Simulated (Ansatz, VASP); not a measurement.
## WS2 in VASP and in Ansatz

```
CELL_PARAMETERS angstrom
1.57900 0.91164 6.16333
-1.57900 0.91164 6.16333
0.00000 -1.82327 6.16333
ATOMIC_POSITIONS crystal
W 0.00000 0.00000 0.00000
S 0.24970 0.24970 0.24970
S 0.41900 0.41900 0.41900
```

Alike in both runs: task single point; functional PBEsol; k mesh 12 × 12 × 12; no spin polarisation.

|  | VASP | Ansatz |
| --- | --- | --- |
| version | VASP 6.6.1 | Ansatz 0.2.0 |
| potentials or method | VASP PAW PBE potentials, release 64 (W_sv, S), cutoff 520 eV | plane waves, PAW |
| occupations | fermi-dirac, width 0.1 eV | fermi-dirac |
| valence electrons in the cell | 26 | 26 |

|  | VASP | Ansatz | Ansatz less VASP |
| --- | --- | --- | --- |
| pressure (GPa) | -0.5 | -0.6 | -0.12 |
| traceless stress, the component that is largest in VASP (GPa) | 0.72 | 0.69 | -0.025 |
| rms of the force components (eV/Å) | 0.247 | 0.247 | +0.0003 |

VASP's potentials were made for PBE, not for PBEsol. Atom by atom the forces differ by 0.010 eV/Å (rms over components).

Neither program's run includes spin-orbit coupling.
